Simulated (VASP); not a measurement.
A run of VASP 6.6.1:

Contents of INCAR:

```
SYSTEM = GaSb
  ALGO = Normal
  EDIFF = 1E-6
  ENCUT = 520
  GGA = RP
  ISIF = 2
  ISMEAR = -1
  IVDW = 12
  LASPH = .TRUE.
  LCHARG = .FALSE.
  LREAL = .FALSE.
  LWAVE = .FALSE.
  NBANDS = 16
  NELM = 100
  PREC = Accurate
  SIGMA = 0.05
```

The input KPOINTS:

```
k-points
0
G
  8 8 8
  0 0 0
```

POSCAR

```
GaSb
1.0
    0.0000000000      3.0384691801      3.0384691801
    3.0384691801      0.0000000000      3.0384691801
    3.0384691801      3.0384691801      0.0000000000
Sb Ga
1 1
Direct
    0.7500000000      0.7500000000      0.7500000000
    0.0000000000      0.0000000000      0.0000000000
```

Potentials or basis: VASP PAW PBE potentials, release 64 (Sb, Ga_d).

The run is started by

```sh
$ cat potpaw_PBE.64/Sb/POTCAR potpaw_PBE.64/Ga_d/POTCAR > POTCAR
$ mpirun -np 1 vasp_std > vasp.out
```

Hardware: 1 thread of Intel(R) Xeon(R) Platinum 8259CL CPU @ 2.50GHz (Skylake/Cascade Lake), on a shared host.

**Question.** Estimate the wall time of this run.

**Answer.** It took 18 s on 1 thread of Intel(R) Xeon(R) Platinum 8259CL CPU @ 2.50GHz (Skylake/Cascade Lake), with other jobs on the host, peak memory 0.19 GiB. Counts: scf iterations 13, k points 29.
